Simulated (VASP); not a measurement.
# Ta (Im-3m) in VASP: a series of runs

Runs on Ta. Level: LDA. Tasks: single point, relaxation of cell and atoms.

Everything below comes from runs of VASP 6.6.1. Logs are shortened: lines on timing, memory, paths and dates and some standing lists are left out, and cuts for length are marked.

## (1) The cell of the first run

Symmetry: Im-3m, No. 229, cubic system. The conventional cell has a = 3.255 Å, b = 3.255 Å, c = 3.255 Å, α = 90.00°, β = 90.00°, γ = 90.00°. Within 3.7 Å of Ta (site symmetry m-3m) lie 14 Ta at 2.82 to 3.26 Å.

## (2) Single point, LDA

INCAR reads:

```
SYSTEM = Ta
ALGO = Normal
EDIFF = 1E-6
ENCUT = 520
ISIF = 2
ISMEAR = 1
LASPH = .TRUE.
LCHARG = .FALSE.
LREAL = .FALSE.
LWAVE = .FALSE.
NBANDS = 12
NELM = 100
PREC = Accurate
SIGMA = 0.1
```

KPOINTS reads:

```
k-points
0
G
  14 14 14
  0 0 0
```

POSCAR reads:

```
Ta
1.0
   -1.6275189183      1.6275189183      1.6275189183
    1.6275189183     -1.6275189183      1.6275189183
    1.6275189183      1.6275189183     -1.6275189183
Ta
1
Direct
    0.0000000000      0.0000000000      0.0000000000
```

Potentials or basis: VASP PAW LDA potentials, release 64 (Ta_pv).

Command:

```
$ cat potpaw_LDA.64/Ta_pv/POTCAR > POTCAR
$ mpirun -np 1 vasp_std > vasp.out
```

OUTCAR:

```text
SYSTEM = Ta
   EDIFF = 1E-6
   ENCUT = 520
   ISIF = 2
   ISMEAR = 1
   LASPH = .TRUE.
   LREAL = .FALSE.
   NELM = 100
   PREC = Accurate

 ion  position               nearest neighbor table
   1  0.000  0.000  0.000-

  LATTYP: Found a body centered cubic cell.
 ALAT       =     3.2550378366

  Lattice vectors:

 A1 = (  -1.6275189183,   1.6275189183,   1.6275189183)
 A2 = (   1.6275189183,  -1.6275189183,   1.6275189183)
 A3 = (   1.6275189183,   1.6275189183,  -1.6275189183)

Analysis of symmetry for initial positions (statically):
=====================================================================
 Subroutine PRICEL returns:
 Original cell was already a primitive cell.

 Routine SETGRP: Setting up the symmetry group for a
 body centered cubic supercell.

 Subroutine GETGRP returns: Found 48 space group operations
[... 9 lines left out ...]

 Routine SETGRP: Setting up the symmetry group for a
 body centered cubic supercell.

 Subroutine GETGRP returns: Found 48 space group operations
[... 11 lines left out ...]
                                     Primitive cell

  volume of cell :      17.2440

  direct lattice vectors                    reciprocal lattice vectors
    -1.627518918  1.627518918  1.627518918     0.000000000  0.307216091  0.307216091
     1.627518918 -1.627518918  1.627518918     0.307216091  0.000000000  0.307216091
     1.627518918  1.627518918 -1.627518918     0.307216091  0.307216091  0.000000000

  length of vectors
     2.818945457  2.818945457  2.818945457     0.434469162  0.434469162  0.434469162

  position of ions in fractional coordinates (direct lattice)
     0.000000000  0.000000000  0.000000000

  ion indices of the primitive-cell ions
   primitive index   ion index
                 1           1

----------------------------------------------------------------------------------------

 KPOINTS: k-points

Automatic generation of k-mesh.
 Grid dimensions read from file:
 generate k-points for:   14   14   14

 Generating k-lattice:

  Cartesian coordinates                     Fractional coordinates (reciprocal lattice)
     0.000000000  0.021944006  0.021944006     0.071428571  0.000000000  0.000000000
     0.021944006  0.000000000  0.021944006     0.000000000  0.071428571  0.000000000
     0.021944006  0.021944006  0.000000000     0.000000000  0.000000000  0.071428571

  Length of vectors
     0.031033512  0.031033512  0.031033512

  Shift w.r.t. Gamma in fractional coordinates (k-lattice)
     0.000000000  0.000000000  0.000000000

 Subroutine IBZKPT returns following result:
 ===========================================

 Found    104 irreducible k-points:

 Following reciprocal coordinates:
            Coordinates               Weight
  0.000000  0.000000  0.000000      1.000000
  0.071429  0.000000  0.000000     12.000000
  0.142857  0.000000  0.000000     12.000000
  0.214286  0.000000  0.000000     12.000000
  0.285714  0.000000  0.000000     12.000000
  0.357143  0.000000  0.000000     12.000000
[... 16 lines left out ...]
  0.285714  0.285714  0.000000     24.000000
  0.357143  0.285714  0.000000     24.000000
 [... further k-points ...]
   k-points           NKPTS =    104   k-points in BZ     NKDIM =    104   number of bands    NBANDS=     12
   number of dos      NEDOS =    301   number of ions     NIONS =      1
   total plane-waves  NPLWV =  13824
   dimension x,y,z NGX =    24 NGY =   24 NGZ =   24
   dimension x,y,z NGXF=    48 NGYF=   48 NGZF=   48
   ions per type =               1
   NGX,Y,Z   is equivalent  to a cutoff of  14.15, 14.15, 14.15 a.u.
   NGXF,Y,Z  is equivalent  to a cutoff of  28.31, 28.31, 28.31 a.u.
 SYSTEM =  Ta
   PREC   = accura    normal or accurate (medium, high low for compatibility)
   ISTART =      0    job   : 0-new  1-cont  2-samecut
   ICHARG =      2    charge: 1-file 2-atom 10-const
   ISPIN  =      1    spin polarized calculation?
   LNONCOLLINEAR =      F non collinear calculations
   LSORBIT =      F    spin-orbit coupling
   LASPH  =      T    aspherical Exc in radial PAW
   ENCUT  =  520.0 eV  38.22 Ry    6.18 a.u.   5.24  5.24  5.24*2*pi/ulx,y,z
   NELM   =    100;   NELMIN=  2; NELMDL= -5     # of ELM steps
   EDIFF  = 0.1E-05   stopping-criterion for ELM
   LREAL  =      F    real-space projection
   EDIFFG = 0.1E-04   stopping-criterion for IOM
   NSW    =      0    number of steps for IOM
   IBRION =     -1    ionic relax: 0-MD 1-quasi-New 2-CG
   NFREE  =      0    steps in history (QN), initial steepest desc. (CG)
   ISIF   =      2    stress and relaxation
   ISYM   =      2    0-nonsym 1-usesym 2-fastsym
   POTIM  = 0.5000    time-step for ionic-motion
   TEBEG  =    0.0;   TEEND  =   0.0 temperature during run
   PSTRESS=    0.0 pullay stress
   NELECT =      11.0000    total number of electrons
   NUPDOWN=      -1.0000    fix difference up-down
   EMIN   =  10.00;   EMAX   =-10.00  energy-range for DOS
   EFERMI =   0.00;   METHOD = LEGACY
   ISMEAR =     1;   SIGMA  =   0.10  broadening in eV -4-tet -1-fermi 0-gaus
   EFERMI_NEDOS =   21; number of points for ismear=-14 and -15
   IALGO  =     38    algorithm
   IMIX   =      4    mixing-type and parameters
     AMIX     =   0.40;   BMIX     =  1.00
     AMIX_MAG =   1.60;   BMIX_MAG =  1.00
  volume/ion in A,a.u.               =      17.24       116.37
  Fermi-wavevector in a.u.,A,eV,Ry     =   1.409266  2.663127 27.021593  1.986031
  Thomas-Fermi vector in A             =   2.531340
   LORBIT       =      0    0 simple, 1 ext, 2 COOP (PROOUT), +10 PAW based schemes
   GGA     = CA    functional components
   LHFCALC =     F    Hartree Fock is set to
   AEXX    =    0.0000 exact exchange contribution
   IVDW    =     0    specifies the selected vdW correction
   LEPSILON=     F    determine dielectric tensor
   LRPA    =     F    only Hartree local field effects (RPA)
 non-spin polarized calculation
 Methfessel and Paxton  Order N= 1 SIGMA  =   0.10
  energy-cutoff  :      520.00
  volume of cell :       17.24
 maximum number of plane-waves:       476
 NGX is ok and might be reduce to    24
   NGX = 11   NGY = 11   NGZ = 11

 number of electron      11.0000000 magnetization

 Free energy of the ion-electron system (eV)
  ---------------------------------------------------
  ext. energy  EPLUGINS =         0.00000000
  ---------------------------------------------------
  free energy    TOTEN  =       -12.83116439 eV

  energy without entropy =      -12.83127896  energy(sigma->0) =      -12.83120258

 E-fermi :   5.7393     XC(G=0): -13.0198

 val. band max:        5.7168957395   @ k =   0.3571   0.2143   0.0714
 cond. band min:       5.7404637247   @ k =   0.3571   0.2143   0.0000
 fundamental gap:      0.0235679853
 Fermi energy:         5.7392684956

 k-point     1 :       0.0000    0.0000    0.0000
  band No.  band energies     occupation
      1     -26.9696      2.00000
      2     -26.9696      2.00000
      3     -26.9696      2.00000
      4      -2.2375      2.00000
      5       6.4288     -0.00000
      6       6.4288     -0.00000
      7       6.4288     -0.00000
      8       9.8465      0.00000
      9       9.8465      0.00000
     10      19.5915      0.00000
     11      21.0458      0.00000
     12      21.0458      0.00000

 k-point     2 :       0.0714    0.0000    0.0000
  band No.  band energies     occupation
      1     -27.0447      2.00000
      2     -26.9924      2.00000
      3     -26.9701      2.00000
      4      -1.9957      2.00000
      5       6.2733     -0.00000
      6       6.3840     -0.00000
      7       6.6661     -0.00000
      8       9.5978      0.00000
      9       9.8470      0.00000
     10      19.5915      0.00000
     11      21.2633      0.00000
     12      21.4638      0.00000

 k-point     3 :       0.1429    0.0000    0.0000
  band No.  band energies     occupation
      1     -27.2506      2.00000
      2     -27.0557      2.00000
      3     -26.9715      2.00000
      4      -1.3170      2.00000
      5       5.8674     -0.06999
      6       6.1744     -0.00000
      7       7.3657     -0.00000
      8       9.2006      0.00000
      9       9.8699      0.00000
     10      19.5911      0.00000
     11      21.7345      0.00000
     12      22.6522      0.00000

 k-point     4 :       0.2143    0.0000    0.0000
  band No.  band energies     occupation
      1     -27.5376      2.00000
      2     -27.1458      2.00000
      3     -26.9736      2.00000
      4      -0.3555      2.00000
      5       5.3434      2.00000
      6       5.7886      0.26751
      7       8.4895      0.00000
      8       9.1365      0.00000
      9       9.9610      0.00000
     10      19.5902      0.00000
     11      21.7573      0.00000
     12      23.7781      0.00000

 k-point     5 :       0.2857    0.0000    0.0000
  band No.  band energies     occupation
      1     -27.8427      2.00000
      2     -27.2442      2.00000
      3     -26.9759      2.00000
      4       0.5794      2.00000
      5       4.8272      2.00000
      6       5.6128      2.07045
      7       9.4005      0.00000
      8       9.9642      0.00000
      9      10.1522      0.00000
     10      19.5872      0.00000
     11      20.7503      0.00000
     12      22.3254      0.00000

 k-point     6 :       0.3571    0.0000    0.0000
  band No.  band energies     occupation
      1     -28.1069      2.00000
      2     -27.3313      2.00000
      3     -26.9781      2.00000
      4       1.0988      2.00000
      5       4.4072      2.00000
      6       6.1111     -0.00000
      7       9.7280      0.00000
      8      10.4281      0.00000
      9      11.6483      0.00000
     10      19.4099      0.00000
     11      19.5677      0.00000
     12      20.3583      0.00000

 k-point     7 :       0.4286    0.0000    0.0000
  band No.  band energies     occupation
      1     -28.2843      2.00000
      2     -27.3908      2.00000
      3     -26.9797      2.00000
      4       1.2030      2.00000
      5       4.1370      2.00000
      6       7.1160     -0.00000
      7       9.8421      0.00000
      8      10.7008      0.00000
      9      13.2178      0.00000
     10      18.3814      0.00000
     11      18.7559      0.00000
     12      19.6202      0.00000

 k-point     8 :       0.5000    0.0000    0.0000
  band No.  band energies     occupation
      1     -28.3466      2.00000
      2     -27.4119      2.00000
      3     -26.9802      2.00000
      4       1.1950      2.00000
      5       4.0440      2.00000
      6       7.7189     -0.00000
      7       9.7562      0.00000
      8      10.8207      0.00000
      9      13.9438      0.00000
     10      17.9957      0.00000
     11      18.1733      0.00000
     12      19.6101      0.00000
[... 166 lines left out ...]
 k-point    20 :       0.2143    0.2143    0.0000
  band No.  band energies     occupation
      1     -28.0301      2.00000
      2     -27.4052      2.00000
      3     -27.0921      2.00000
      4       2.0230      2.00000
      5       4.4114      2.00000
      6       5.0757      2.00000
      7       9.0944      0.00000
      8      10.7628      0.00000
      9      12.6246      0.00000
     10      19.3313      0.00000
     11      19.6482      0.00000
     12      22.5208      0.00000

 k-point    21 :       0.2857    0.2143    0.0000
  band No.  band energies     occupation
      1     -28.1182      2.00000
      2     -27.5425      2.00000
      3     -27.1111      2.00000
      4       2.4703      2.00000
      5       4.2770      2.00000
      6       5.3526      2.00000
      7       9.4580      0.00000
      8      10.7732      0.00000
      9      14.4187      0.00000
     10      17.7114      0.00000
     11      19.6029      0.00000
     12      21.2014      0.00000

 k-point    22 :       0.3571    0.2143    0.0000
  band No.  band energies     occupation
      1     -28.1555      2.00000
      2     -27.6320      2.00000
      3     -27.1190      2.00000
      4       2.5354      2.00000
      5       4.2780      2.00000
      6       5.7405      0.97977
      7       9.6486      0.00000
      8      10.9813      0.00000
      9      15.8220      0.00000
     10      16.2981      0.00000
     11      19.5992      0.00000
     12      20.1498      0.00000

 k-point    23 :       0.2857    0.2857    0.0000
  band No.  band energies     occupation
      1     -28.0808      2.00000
      2     -27.7158      2.00000
      3     -27.1356      2.00000
      4       2.9421      2.00000
      5       4.3159      2.00000
      6       5.2510      2.00000
      7       9.8627      0.00000
      8      10.7025      0.00000
      9      16.0095      0.00000
     10      16.2746      0.00000
     11      19.5991      0.00000
     12      20.3065      0.00000

 k-point    24 :       0.3571    0.2857    0.0000
  band No.  band energies     occupation
      1     -28.0285      2.00000
      2     -27.8182      2.00000
      3     -27.1428      2.00000
      4       3.0626      2.00000
      5       4.4775      2.00000
      6       5.1194      2.00000
      7      10.1124      0.00000
      8      10.7295      0.00000
      9      15.2008      0.00000
     10      17.4584      0.00000
     11      19.3102      0.00000
     12      19.5983      0.00000

 [... further k-points ...]

------------------------ aborting loop because EDIFF is reached ----------------------------------------

  FORCE on cell =-STRESS in cart. coord.  units (eV):
  Direction    XX          YY          ZZ          XY          YZ          ZX
  --------------------------------------------------------------------------------------
  -------------------------------------------------------------------------------------
  Total        0.1086615      0.1086615      0.1086615      0.0000000     -0.0000000     -0.0000000
  in kB       10.0959705     10.0959705     10.0959705      0.0000000     -0.0000000     -0.0000000
  external PRESSURE =      10.0959705 kB  Pullay stress =       0.0000000 kB

 VOLUME and BASIS-vectors are now :
 -----------------------------------------------------------------------------
  energy-cutoff  :      520.00
  volume of cell :       17.24
      direct lattice vectors                 reciprocal lattice vectors
    -1.627518918  1.627518918  1.627518918     0.000000000  0.307216091  0.307216091
     1.627518918 -1.627518918  1.627518918     0.307216091  0.000000000  0.307216091
     1.627518918  1.627518918 -1.627518918     0.307216091  0.307216091  0.000000000

 POSITION                                       TOTAL-FORCE (eV/Angst)
 -----------------------------------------------------------------------------------
      0.00000      0.00000      0.00000        -0.000000      0.000000      0.000000
 -----------------------------------------------------------------------------------
    total drift:                                0.000000      0.000000     -0.000000

  FREE ENERGIE OF THE ION-ELECTRON SYSTEM (eV)
  ---------------------------------------------------
  free  energy   TOTEN  =       -12.8311643919 eV

  energy  without entropy=      -12.8312789571  energy(sigma->0) =      -12.83120258
```

Run time: 8.4 s. Hardware: 1 thread of Intel Xeon Platinum 8488C (Sapphire Rapids), shared host; peak memory 0.14 GiB.

Results:

```
Free energy : -12.8312 eV
Pressure    : 1.0 GPa
```

Levels at points of the mesh, in eV from the Fermi level:
| k point | band 2 | band 3 | band 4 | band 5 | band 6 | band 7 | band 8 | band 9 |
| --- | --- | --- | --- | --- | --- | --- | --- | --- |
| (0.00, 0.00, 0.00) | -32.71 | -32.71 | -7.98 | 0.69 | 0.69 | 0.69 | 4.11 | 4.11 |
| (0.50, 0.00, 0.00) | -33.15 | -32.72 | -4.54 | -1.70 | 1.98 | 4.02 | 5.08 | 8.20 |
| (0.50, 0.50, 0.50) | -33.66 | -33.66 | -4.06 | -4.06 | 7.17 | 7.17 | 7.17 | 9.18 |

Caveat: spin-orbit coupling is left out, which moves the levels of the heavy elements.

(Continued in part 2 of 2.)
